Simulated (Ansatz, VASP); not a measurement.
**KBaCeBiO6: VASP beside Ansatz**

```
Ba Bi Ce K O
1.0
     0.00000    4.33589    4.33589
     4.33589    0.00000    4.33589
     4.33589    4.33589    0.00000
Ba Bi Ce K O
1 1 1 1 6
Direct
  0.75000 0.75000 0.75000
  0.00000 0.00000 0.00000
  0.50000 0.50000 0.50000
  0.25000 0.25000 0.25000
  0.75828 0.24172 0.24172
  0.24172 0.75828 0.75828
  0.24172 0.75828 0.24172
  0.75828 0.24172 0.75828
  0.24172 0.24172 0.75828
  0.75828 0.75828 0.24172
```

Alike in both runs: task single point; functional PBE; k mesh 6 × 6 × 6; occupations gaussian, width 0.02 eV; no spin polarisation; Hubbard terms Ce f U = 5.0 eV, O p U = 5.5 eV.

|  | VASP | Ansatz |
| --- | --- | --- |
| version | VASP 6.6.1 | Ansatz 0.2.0 |
| potentials or method | VASP PAW PBE potentials, release 64 (Ba_sv, Bi_d, Ce, K_sv, O), cutoff 600 eV | scalar-relativistic, plane waves, PAW |
| valence electrons in the cell | 82 | 82 |

|  | VASP | Ansatz | Ansatz less VASP |
| --- | --- | --- | --- |
| gap on the k mesh at the Fermi level (eV) | 2.26 | 2.42 | +0.164 |
| least direct gap on the mesh (eV) | 2.30 | 2.42 | +0.128 |
| pressure (GPa) | 2.0 | 0.0 | -1.98 |
| rms of the force components (eV/Å) | 0.202 | 0.001 | -0.2012 |

The programs project onto different local orbitals, so the same U acts differently, and such runs can settle in different states. Atom by atom the forces differ by 0.203 eV/Å (rms over components).

Spin-orbit coupling is off throughout.
